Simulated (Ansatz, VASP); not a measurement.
One calculation of MgO, two programs

```
Mg O
1.0
     0.00000    2.10500    2.10500
     2.10500    0.00000    2.10500
     2.10500    2.10500    0.00000
Mg O
1 1
Cartesian
  0.0000 0.0000 0.0000
  2.1050 2.1050 2.1050
```

Alike in both runs: task single point; functional PBE; k mesh 4 × 4 × 4; occupations gaussian, width 0.02 eV; no spin polarisation.

|  | VASP | Ansatz |
| --- | --- | --- |
| version | VASP 6.6.1 | Ansatz 0.2.0 |
| potentials or method | VASP PAW PBE potentials, release 64 (Mg, O), cutoff 600 eV | scalar-relativistic, plane waves, PAW |
| valence electrons in the cell | 8 | 16 |

```tsv
	VASP	Ansatz	Ansatz less VASP
gap on the k mesh at the Fermi level (eV)	4.73	4.75	+0.015
least direct gap on the mesh (eV)	4.73	4.75	+0.015
pressure (GPa)	4.0	4.9	+0.98
```

VASP's potentials hold 8 valence electrons a cell and Ansatz's 16, so a difference there can come from the potentials and not from the codes.

The k mesh is coarse, so the values compare programs but aren't converged.
